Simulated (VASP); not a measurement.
# CdBi2As4 (I-4) in VASP: single point with PBE

Aim: the single point of CdBi2As4 with PBE.

All numbers are computed with VASP 6.6.1; they aren't measurements. Logs are shortened: lines on timing, memory, paths and dates and some standing lists are left out, and cuts for length are marked.

### 1 The cell of the first run

Symmetry: I-4, No. 82, tetragonal system. The conventional cell has a = 5.810 Å, b = 5.810 Å, c = 11.611 Å, α = 90.00°, β = 90.00°, γ = 90.00°. Cd (site symmetry -4) has 4 As at 2.73 Å within 3.6 Å. Bi (site symmetry -4) has 4 As at 2.82 Å within 3.7 Å. Bi (site symmetry -4) has 4 As at 2.96 Å within 3.9 Å. Within 3.6 Å of As (site symmetry 1) lie 1 Cd at 2.73 Å and 3 As at 2.78 to 3.04 Å and 2 Bi at 2.82 to 2.96 Å.

### 2 Single point, PBE

Input file INCAR:

```
ALGO = Normal
EDIFF = 1E-6
ENCUT = 520
GGA = PE
ISIF = 2
ISMEAR = 1
LASPH = True
LCHARG = False
LREAL = False
LWAVE = False
NBANDS = 40
NELM = 60
PREC = Accurate
SIGMA = 0.0216
```

Input file KPOINTS:

```
k-points
0
Gamma
  5 5 5
```

Input file POSCAR:

```
CdBi2As4
1.0
    0.0000000000      5.8095410000     -0.0000002502
    5.8095410000      0.0000000000     -0.0000002502
    2.9047702500      2.9047702500     -5.8053272502
Cd Bi As
1 2 4
Direct
    0.0000000000      0.0000000000      0.0000000000
    0.5000000000      0.5000000000      0.0000000000
    0.7500000000      0.2500000000      0.5000000000
    0.3119123251      0.4735330106      0.6996273345
    0.5264669894      0.0115396596      0.3003726655
    0.9884603404      0.8268396550      0.6996273345
    0.1731603450      0.6880876749      0.3003726655
```

Potentials or basis: VASP PAW PBE potentials, release 64 (Cd, Bi_d, As).

Started as:

```bash
$ cat potpaw_PBE.64/Cd/POTCAR potpaw_PBE.64/Bi_d/POTCAR potpaw_PBE.64/As/POTCAR > POTCAR
$ mpirun -np 1 vasp_std > vasp.out
```

OUTCAR:

```text
EDIFF = 1E-6
   ENCUT = 520
   GGA = PE
   ISIF = 2
   ISMEAR = 1
   LASPH = True
   LREAL = False
   NELM = 60
   PREC = Accurate

 ion  position               nearest neighbor table
   1  0.000  0.000  0.000-   7 2.73   6 2.73   4 2.73   5 2.73
   2  0.500  0.500  0.000-   5 2.82   4 2.82   6 2.82   7 2.82
   3  0.750  0.250  0.500-   7 2.96   6 2.96   4 2.96   5 2.96
   4  0.312  0.474  0.700-   1 2.73   6 2.78   2 2.82   3 2.96
   5  0.526  0.012  0.300-   1 2.73   7 2.78   2 2.82   3 2.96
   6  0.988  0.827  0.700-   1 2.73   4 2.78   2 2.82   3 2.96
   7  0.173  0.688  0.300-   1 2.73   5 2.78   2 2.82   3 2.96

  LATTYP: Found a body centered tetragonal cell.
 ALAT       =     5.8095410000
 C/A-ratio  =     1.9985492830

  Lattice vectors:

 A1 = (  -2.9047702500,   2.9047707500,   5.8053270000)
 A2 = (   2.9047707500,  -2.9047702500,   5.8053270000)
 A3 = (   2.9047702500,   2.9047702500,  -5.8053272502)

Analysis of symmetry for initial positions (statically):
=====================================================================
 Subroutine PRICEL returns:
 Original cell was already a primitive cell.

 Routine SETGRP: Setting up the symmetry group for a
 body centered tetragonal supercell.

 Subroutine GETGRP returns: Found  4 space group operations
 (whereof  4 operations were pure point group operations)
 out of a pool of 16 trial point group operations.

The static configuration has the point symmetry S_4 .

Analysis of symmetry for dynamics (positions and initial velocities):
=====================================================================
 Subroutine PRICEL returns:
 Original cell was already a primitive cell.

 Routine SETGRP: Setting up the symmetry group for a
 body centered tetragonal supercell.

 Subroutine GETGRP returns: Found  4 space group operations
 (whereof  4 operations were pure point group operations)
 out of a pool of 16 trial point group operations.

The dynamic configuration has the point symmetry S_4 .

 Subroutine INISYM returns: Found  4 space group operations
 (whereof  4 operations are pure point group operations),
 and found     1 'primitive' translations

----------------------------------------------------------------------------------------

                                     Primitive cell

  volume of cell :     195.9342

[... 89 lines left out ...]
   LNONCOLLINEAR =      F non collinear calculations
   LSORBIT =      F    spin-orbit coupling
   LASPH  =      T    aspherical Exc in radial PAW
   ENCUT  =  520.0 eV  38.22 Ry    6.18 a.u.  10.80 10.80 13.22*2*pi/ulx,y,z
   NELM   =     60;   NELMIN=  2; NELMDL= -5     # of ELM steps
   EDIFF  = 0.1E-05   stopping-criterion for ELM
   LREAL  =      F    real-space projection
[... 7 lines left out ...]
   TEBEG  =    0.0;   TEEND  =   0.0 temperature during run
   PSTRESS=    0.0 pullay stress
   NELECT =      62.0000    total number of electrons
   NUPDOWN=      -1.0000    fix difference up-down
   EMIN   =  10.00;   EMAX   =-10.00  energy-range for DOS
   EFERMI =   0.00;   METHOD = LEGACY
   ISMEAR =     1;   SIGMA  =   0.02  broadening in eV -4-tet -1-fermi 0-gaus
   EFERMI_NEDOS =   21; number of points for ismear=-14 and -15
   IALGO  =     38    algorithm
   IMIX   =      4    mixing-type and parameters
     AMIX     =   0.40;   BMIX     =  1.00
     AMIX_MAG =   1.60;   BMIX_MAG =  1.00
  volume/ion in A,a.u.               =      27.99       188.89
  Fermi-wavevector in a.u.,A,eV,Ry     =   1.115583  2.108146 16.932801  1.244526
  Thomas-Fermi vector in A             =   2.252189
   LORBIT       =      0    0 simple, 1 ext, 2 COOP (PROOUT), +10 PAW based schemes
   GGA     = PE    functional components
   LHFCALC =     F    Hartree Fock is set to
   AEXX    =    0.0000 exact exchange contribution
   IVDW    =     0    specifies the selected vdW correction
   LEPSILON=     F    determine dielectric tensor
   LRPA    =     F    only Hartree local field effects (RPA)
 non-spin polarized calculation
 Methfessel and Paxton  Order N= 1 SIGMA  =   0.02
  energy-cutoff  :      520.00
  volume of cell :      195.93
 maximum number of plane-waves:      5293
 NGX is ok and might be reduce to    48
   NGX = 21   NGY = 21   NGZ = 27

 number of electron      62.0000004 magnetization

 Free energy of the ion-electron system (eV)
  ---------------------------------------------------
  ext. energy  EPLUGINS =         0.00000000
  ---------------------------------------------------
  free energy    TOTEN  =       -26.05164282 eV

  energy without entropy =      -26.05128441  energy(sigma->0) =      -26.05152335

 E-fermi :   4.1939     XC(G=0):  -9.4467

 val. band max:        4.1937786027   @ k =   0.2000   0.2000   0.0000
 cond. band min:       4.1987051415   @ k =  -0.4000   0.4000   0.0000
 fundamental gap:      0.0049265388
 Fermi energy:         4.1938670803

 k-point     1 :       0.0000    0.0000    0.0000
  band No.  band energies     occupation
      1     -18.5613      2.00000
      2     -18.5440      2.00000
      3     -18.5440      2.00000
      4     -18.5422      2.00000
      5     -18.5266      2.00000
      6     -18.5230      2.00000
[... 892 lines left out ...]
     39       8.7534      0.00000
     40       8.8536      0.00000

------------------------ aborting loop because EDIFF is reached ----------------------------------------

  FORCE on cell =-STRESS in cart. coord.  units (eV):
  Direction    XX          YY          ZZ          XY          YZ          ZX
  --------------------------------------------------------------------------------------
  -------------------------------------------------------------------------------------
  Total       -0.9707853     -0.9707853      0.2806310     -0.0000002      0.0000001      0.0000001
  in kB       -7.9382257     -7.9382257      2.2947528     -0.0000017      0.0000004      0.0000004
  external PRESSURE =      -4.5272329 kB  Pullay stress =       0.0000000 kB

 VOLUME and BASIS-vectors are now :
 -----------------------------------------------------------------------------
  energy-cutoff  :      520.00
  volume of cell :      195.93
      direct lattice vectors                 reciprocal lattice vectors
     0.000000000  5.809541000 -0.000000250     0.000000004  0.172130642  0.086127785
     5.809541000  0.000000000 -0.000000250     0.172130642  0.000000004  0.086127785
     2.904770250  2.904770250 -5.805327250    -0.000000007 -0.000000007 -0.172255585

 POSITION                                       TOTAL-FORCE (eV/Angst)
 -----------------------------------------------------------------------------------
      0.00000      0.00000      0.00000         0.000000      0.000000     -0.000000
      2.90477      2.90477     -0.00000         0.000000      0.000000     -0.000000
      2.90477      5.80954     -2.90266         0.000000      0.000000     -0.000000
      4.78327      3.84432     -4.06157         0.012910     -0.004649      0.015236
      0.93955      3.93105     -1.74376        -0.004649     -0.012910     -0.015236
      6.83582      7.77476     -4.06157        -0.012910      0.004649      0.015236
      4.86999      1.87850     -1.74376         0.004649      0.012910     -0.015236
 -----------------------------------------------------------------------------------
    total drift:                                0.000001      0.000000      0.000000

  FREE ENERGIE OF THE ION-ELECTRON SYSTEM (eV)
  ---------------------------------------------------
  free  energy   TOTEN  =       -26.0516428168 eV

  energy  without entropy=      -26.0512844057  energy(sigma->0) =      -26.05152335
```

Run time: 4.7 min. Hardware: 1 thread of Oxide Virtual Turin-like, shared host; peak memory 0.4 GiB.

What came out:

| Property | Result |
| --- | --- |
| Free energy | -26.0516 eV |
| Pressure | -0.5 GPa |
| Largest force | 0.021 eV/Å |
| Band gap on the k mesh | zero (bands 31 and 32 overlap by 1.00 eV) |

Forces in eV/Å, atoms in the order of the input:
```
Cd   0.000  0.000  0.000
Bi   0.000  0.000  0.000
Bi   0.000  0.000  0.000
As   0.013 -0.005  0.015
As  -0.005 -0.013 -0.015
As  -0.013  0.005  0.015
As   0.005  0.013 -0.015
```

Caveat: spin-orbit coupling is left out, which moves the levels of the heavy elements.
